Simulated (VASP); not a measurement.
Runs of VASP 6.6.1 on Na. The structure is that of space group Im-3m (No. 229), or close to it. The cells are those of the table. 

| cell | gap on the mesh (eV) | pressure (GPa) |
| --- | --- | --- |
| a = 3.643 Å, angles 109.7, 109.7, 108.9°, 1 atom | none | -0.2 |
| a = 3.741 Å, angles 108.7, 108.7, 111.1°, 1 atom | none | -0.7 |
| a = 3.705 Å, angles 110.3, 110.3, 107.9°, 1 atom | none | (a) |
| a = 3.631 Å, angles 108.6°, 1 atom | none | -0.3 |
| a = 3.680 Å, angles 109.7°, 1 atom | none | -0.3 |
| a = 3.655 Å, angles 109.2°, 1 atom | none | -0.3 |

Alike in all rows: task electric field gradients; level PBEsol; potentials or basis VASP PAW PBE potentials, release 64 (Na_pv); no spin polarisation; k mesh 12 × 12 × 12; cutoff (eV) 520; smearing fermi-dirac 0.05 eV.

**Question.** Fill in the values left out.

**Answer.** (a) -0.5.

Caveats: the PAW data sets were made with another functional, which shifts forces and pressure a little.

A gap of «none» marks levels without a gap at the run's occupations.
